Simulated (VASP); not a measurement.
# Cu (P6_3/mmc) in VASP: further runs

Cu is run at these levels: r2SCAN; tasks: single point.

Program: VASP 6.6.1. These are calculated values, not measurements. Logs are shortened: lines on timing, memory, paths and dates and some standing lists are left out, and cuts for length are marked.

## Step 1: The cell of the first run

Symmetry: P6_3/mmc, No. 194, hexagonal system. The conventional cell has a = 2.509 Å, b = 2.509 Å, c = 4.196 Å, α = 90.00°, β = 90.00°, γ = 120.00°. Cu (site symmetry -6m2) has 12 Cu at 2.51 to 2.55 Å within 3.3 Å.

## Step 2: Single point, r2SCAN

File POSCAR:

```
Cu
1.0
    2.5087560300      0.0000000000      0.0000000000
   -1.2543775200      2.1726460800      0.0000000000
    0.0000000000      0.0000000000      4.1960728497
Cu
2
Direct
    0.3333333333      0.6666666667      0.2500000000
    0.6666666667      0.3333333333      0.7500000000
```

File INCAR.step1:

```
SYSTEM = Cu
PREC = Accurate
ENCUT = 520
ISMEAR = -1
SIGMA = 0.1
LREAL = .FALSE.
LASPH = .TRUE.
NELM = 100
NBANDS = 18
GGA = PE
ALGO = Normal
EDIFF = 1E-4
LWAVE = .TRUE.
LCHARG = .FALSE.
```

File INCAR.step2:

```
SYSTEM = Cu
PREC = Accurate
ENCUT = 520
EDIFF = 1E-7
ISMEAR = -1
SIGMA = 0.1
LREAL = .FALSE.
LASPH = .TRUE.
NELM = 100
ALGO = Normal
ISIF = 2
LWAVE = .FALSE.
LCHARG = .TRUE.
METAGGA = R2SCAN
LMIXTAU = .TRUE.
LELF = .TRUE.
LVHAR = .TRUE.
NBANDS = 18
ISTART = 1
```

File KPOINTS:

```
Automatic mesh
0
G
  16 16 9
  0 0 0
```

Potentials or basis: VASP PAW PBE potentials, release 64 (Cu).

Run with:

```console
cat potpaw_PBE.64/Cu/POTCAR > POTCAR
cp INCAR.step1 INCAR
mpirun -np 1 vasp_std > vasp.out
cp INCAR.step2 INCAR
mpirun -np 1 vasp_std > vasp.out
```

OUTCAR:

```text
SYSTEM = Cu
   PREC = Accurate
   ENCUT = 520
   EDIFF = 1E-7
   ISMEAR = -1
   LREAL = .FALSE.
   LASPH = .TRUE.
   NELM = 100
   ISIF = 2
   METAGGA = R2SCAN
   ISTART = 1

 ion  position               nearest neighbor table
   1  0.333  0.667  0.250-   2 2.55   2 2.55   2 2.55   2 2.55   2 2.55   2 2.55
   2  0.667  0.333  0.750-   1 2.55   1 2.55   1 2.55   1 2.55   1 2.55   1 2.55

  LATTYP: Found a hexagonal cell.
 ALAT       =     2.5087560300
 C/A-ratio  =     1.6725711068

  Lattice vectors:

 A1 = (   2.5087560300,   0.0000000000,   0.0000000000)
 A2 = (  -1.2543775200,   2.1726460800,   0.0000000000)
 A3 = (   0.0000000000,   0.0000000000,   4.1960728497)

Analysis of symmetry for initial positions (statically):
=====================================================================
 Subroutine PRICEL returns:
 Original cell was already a primitive cell.

 Routine SETGRP: Setting up the symmetry group for a
 hexagonal supercell.

 Subroutine GETGRP returns: Found 24 space group operations
 (whereof 12 operations were pure point group operations)
 out of a pool of 24 trial point group operations.

The static configuration has the point symmetry D_3d.
 The point group associated with its full space group is D_6h.

Analysis of symmetry for dynamics (positions and initial velocities):
=====================================================================
 Subroutine PRICEL returns:
 Original cell was already a primitive cell.

 Routine SETGRP: Setting up the symmetry group for a
 hexagonal supercell.

 Subroutine GETGRP returns: Found 24 space group operations
 (whereof 12 operations were pure point group operations)
 out of a pool of 24 trial point group operations.

The dynamic configuration has the point symmetry D_3d.
 The point group associated with its full space group is D_6h.

 Subroutine INISYM returns: Found 24 space group operations
 (whereof 12 operations are pure point group operations),
 and found     1 'primitive' translations

----------------------------------------------------------------------------------------

                                     Primitive cell

  volume of cell :      22.8713

  direct lattice vectors                    reciprocal lattice vectors
     2.508756030  0.000000000  0.000000000     0.398603925  0.230134032  0.000000000
    -1.254377520  2.172646080  0.000000000     0.000000000  0.460268246  0.000000000
     0.000000000  0.000000000  4.196072850     0.000000000  0.000000000  0.238318074

  length of vectors
     2.508756030  2.508755459  4.196072850     0.460268141  0.460268246  0.238318074

  position of ions in fractional coordinates (direct lattice)
     0.333333333  0.666666667  0.250000000
     0.666666667  0.333333333  0.750000000

  ion indices of the primitive-cell ions
   primitive index   ion index
                 1           1
                 2           2

----------------------------------------------------------------------------------------

 KPOINTS: Automatic mesh

Automatic generation of k-mesh.
 Grid dimensions read from file:
 generate k-points for:   16   16    9

 Generating k-lattice:

  Cartesian coordinates                     Fractional coordinates (reciprocal lattice)
     0.024912745  0.014383377  0.000000000     0.062500000  0.000000000  0.000000000
     0.000000000  0.028766765  0.000000000     0.000000000  0.062500000  0.000000000
     0.000000000  0.000000000  0.026479786     0.000000000  0.000000000  0.111111111

  Length of vectors
     0.028766759  0.028766765  0.026479786

  Shift w.r.t. Gamma in fractional coordinates (k-lattice)
     0.000000000  0.000000000  0.000000000

 Subroutine IBZKPT returns following result:
 ===========================================

 Found    150 irreducible k-points:

 Following reciprocal coordinates:
            Coordinates               Weight
  0.000000  0.000000  0.000000      1.000000
  0.062500 -0.000000  0.000000      6.000000
  0.125000 -0.000000  0.000000      6.000000
  0.187500  0.000000  0.000000      6.000000
  0.250000 -0.000000  0.000000      6.000000
  0.312500  0.000000  0.000000      6.000000
[... 16 lines left out ...]
  0.187500  0.187500  0.000000      6.000000
  0.250000  0.187500  0.000000     12.000000
 [... further k-points ...]
   k-points           NKPTS =    150   k-points in BZ     NKDIM =    150   number of bands    NBANDS=     18
   number of dos      NEDOS =    301   number of ions     NIONS =      2
   total plane-waves  NPLWV =  12800
   dimension x,y,z NGX =    20 NGY =   20 NGZ =   32
   dimension x,y,z NGXF=    40 NGYF=   40 NGZF=   64
   ions per type =               2
   NGX,Y,Z   is equivalent  to a cutoff of  13.25, 13.25, 12.68 a.u.
   NGXF,Y,Z  is equivalent  to a cutoff of  26.51, 26.51, 25.36 a.u.
 SYSTEM =  Cu
   PREC   = accura    normal or accurate (medium, high low for compatibility)
   ISTART =      1    job   : 0-new  1-cont  2-samecut
   ICHARG =      0    charge: 1-file 2-atom 10-const
   ISPIN  =      1    spin polarized calculation?
   LNONCOLLINEAR =      F non collinear calculations
   LSORBIT =      F    spin-orbit coupling
   LASPH  =      T    aspherical Exc in radial PAW
   ENCUT  =  520.0 eV  38.22 Ry    6.18 a.u.   4.66  4.66  7.80*2*pi/ulx,y,z
   NELM   =    100;   NELMIN=  2; NELMDL=  0     # of ELM steps
   EDIFF  = 0.1E-06   stopping-criterion for ELM
   LREAL  =      F    real-space projection
   EDIFFG = 0.1E-05   stopping-criterion for IOM
   NSW    =      0    number of steps for IOM
   IBRION =     -1    ionic relax: 0-MD 1-quasi-New 2-CG
   NFREE  =      0    steps in history (QN), initial steepest desc. (CG)
   ISIF   =      2    stress and relaxation
   ISYM   =      2    0-nonsym 1-usesym 2-fastsym
   POTIM  = 0.5000    time-step for ionic-motion
   TEBEG  =    0.0;   TEEND  =   0.0 temperature during run
   PSTRESS=    0.0 pullay stress
   NELECT =      22.0000    total number of electrons
   NUPDOWN=      -1.0000    fix difference up-down
   EMIN   =  10.00;   EMAX   =-10.00  energy-range for DOS
   EFERMI =   0.00;   METHOD = LEGACY
   ISMEAR =    -1;   SIGMA  =   0.10  broadening in eV -4-tet -1-fermi 0-gaus
   EFERMI_NEDOS =   21; number of points for ismear=-14 and -15
   IALGO  =     38    algorithm
   IMIX   =      4    mixing-type and parameters
     AMIX     =   0.40;   BMIX     =  1.00
     AMIX_MAG =   1.60;   BMIX_MAG =  1.00
  volume/ion in A,a.u.               =      11.44        77.17
  Fermi-wavevector in a.u.,A,eV,Ry     =   1.616041  3.053874 35.532798  2.611587
  Thomas-Fermi vector in A             =   2.710691
   LORBIT       =      0    0 simple, 1 ext, 2 COOP (PROOUT), +10 PAW based schemes
   METAGGA = R2SCAN    functional components
   LHFCALC =     F    Hartree Fock is set to
   AEXX    =    0.0000 exact exchange contribution
   IVDW    =     0    specifies the selected vdW correction
   LEPSILON=     F    determine dielectric tensor
   LRPA    =     F    only Hartree local field effects (RPA)
 non-spin polarized calculation
  energy-cutoff  :      520.00
  volume of cell :       22.87
 maximum number of plane-waves:       630
 NGX is ok and might be reduce to    20
   NGX =  9   NGY =  9   NGZ = 15

 number of electron      22.0000009 magnetization

 Free energy of the ion-electron system (eV)
  ---------------------------------------------------
  ext. energy  EPLUGINS =         0.00000000
  ---------------------------------------------------
  free energy    TOTEN  =       -21.63914781 eV

  energy without entropy =      -21.61745999  energy(sigma->0) =      -21.62830390

 E-fermi :   7.7864     XC(G=0): -13.9618

 val. band max:        7.7789788160   @ k =   0.5000  -0.0000   0.1111
 cond. band min:       7.8006449877   @ k =   0.1250   0.1250   0.2222
 fundamental gap:      0.0216661717
 Fermi energy:         7.7863552064

 k-point     1 :       0.0000    0.0000    0.0000
  band No.  band energies     occupation
      1      -2.1248      2.00000
      2       2.3228      2.00000
      3       4.4704      2.00000
      4       4.6129      2.00000
      5       4.6131      2.00000
      6       4.8160      2.00000
[... 10 lines left out ...]
     17      32.3097      0.00000
     18      33.1996      0.00000

 k-point     2 :       0.0625   -0.0000    0.0000
  band No.  band energies     occupation
      1      -1.9878      2.00000
      2       2.4046      2.00000
      3       4.4266      2.00000
      4       4.6448      2.00000
      5       4.6633      2.00000
      6       4.7896      2.00000
[... 10 lines left out ...]
     17      32.4427      0.00000
     18      33.7689      0.00000

 k-point     3 :       0.1250   -0.0000    0.0000
  band No.  band energies     occupation
      1      -1.5824      2.00000
      2       2.6298      2.00000
      3       4.3115      2.00000
      4       4.6725      2.00000
      5       4.6904      2.00000
      6       4.7846      2.00000
[... 10 lines left out ...]
     17      32.4801      0.00000
     18      33.3451      0.00000

 k-point     4 :       0.1875    0.0000    0.0000
  band No.  band energies     occupation
      1      -0.9262      2.00000
      2       2.9279      2.00000
      3       4.1728      2.00000
      4       4.1885      2.00000
      5       4.5789      2.00000
      6       4.9500      2.00000
[... 375 lines left out ...]
      4       4.3220      2.00000
      5       4.5137      2.00000
      6       4.5496      2.00000
[... 10 lines left out ...]
     17      20.0895      0.00000
     18      27.0880      0.00000

 k-point    23 :       0.1875    0.1875    0.0000
  band No.  band energies     occupation
      1       1.1860      2.00000
      2       3.5018      2.00000
      3       3.5221      2.00000
      4       3.7310      2.00000
      5       4.5052      2.00000
      6       4.5928      2.00000
[... 10 lines left out ...]
     17      26.4197      0.00000
     18      27.1897      0.00000

 k-point    24 :       0.2500    0.1875    0.0000
  band No.  band energies     occupation
      1       2.0933      2.00000
      2       3.3855      2.00000
      3       3.4638      2.00000
      4       3.7310      2.00000
      5       4.4184      2.00000
      6       4.7028      2.00000
[... 10 lines left out ...]
     17      24.7645      0.00000
     18      25.6850      0.00000

 [... further k-points ...]
[... 5 lines left out ...]
  --------------------------------------------------------------------------------------
  -------------------------------------------------------------------------------------
  Total        0.3683184      0.3683183     -0.2557653      0.0000001      0.0000000      0.0000000
  in kB       25.8014167     25.8014078    -17.9168545      0.0000059      0.0000000      0.0000000
  external PRESSURE =      11.2286566 kB  Pullay stress =       0.0000000 kB

 VOLUME and BASIS-vectors are now :
 -----------------------------------------------------------------------------
  energy-cutoff  :      520.00
  volume of cell :       22.87
      direct lattice vectors                 reciprocal lattice vectors
     2.508756030  0.000000000  0.000000000     0.398603925  0.230134032  0.000000000
    -1.254377520  2.172646080  0.000000000     0.000000000  0.460268246  0.000000000
     0.000000000  0.000000000  4.196072850     0.000000000  0.000000000  0.238318074

 POSITION                                       TOTAL-FORCE (eV/Angst)
 -----------------------------------------------------------------------------------
      0.00000      1.44843      1.04902         0.000000      0.000000      0.000000
      1.25438      0.72422      3.14705        -0.000000     -0.000000      0.000000
 -----------------------------------------------------------------------------------
    total drift:                               -0.000000      0.000000     -0.000000

  FREE ENERGIE OF THE ION-ELECTRON SYSTEM (eV)
  ---------------------------------------------------
  free  energy   TOTEN  =       -21.6391478120 eV

  energy  without entropy=      -21.6174599889  energy(sigma->0) =      -21.62830390
```

Wall time 2.4 min (1 thread of Intel Xeon 6975P-C (Granite Rapids), shared host); peak memory 0.17 GiB.

What came out:

| Property | Result |
| --- | --- |
| Free energy | -21.6391 eV |
| Pressure | 1.1 GPa |
| Band gap on the k mesh | zero (band 11 reaches 11.46 eV, above the bottom of band 12 at 5.75 eV) |

Caveat: the PAW data sets were made with another functional, which shifts forces and pressure a little.

(Continued in part 2 of 2.)
